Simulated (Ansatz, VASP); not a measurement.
# Two plane-wave programs on ZrB2

```xyz
3
Lattice="3.4812 0.0000 0.0000 -1.7406 3.0148 0.0000 0.0000 0.0000 3.2257" Properties=species:S:1:pos:R:3 pbc="T T T"
Zr    0.0000    0.0000    0.0000
B     0.0000    2.0099    1.6129
B     1.7406    1.0049    1.6129
```

Alike in both runs: task single point; functional PBEsol; k mesh 18 × 18 × 12; occupations gaussian, width 0.15 eV; no spin polarisation.

```csv
,VASP,Ansatz
version,VASP 6.6.1,Ansatz 0.2.0
potentials or method,"VASP PAW PBE potentials, release 64 (Zr_sv, B), cutoff 520 eV","scalar-relativistic, plane waves, PAW"
valence electrons in the cell,18,18
```

|  | VASP | Ansatz | Ansatz less VASP |
| --- | --- | --- | --- |
| gap on the k mesh at the Fermi level (eV) | none | none | - |
| pressure (GPa) | -22.4 | -22.6 | -0.24 |
| traceless stress, the component that is largest in VASP (GPa) | 33.39 | 33.39 | -0.003 |

VASP's potentials were made for PBE, not for PBEsol. A gap of «none» marks a metal or a gap that the smearing closes. With one functional, cell and mesh, what is left measures potentials, basis and numerics.
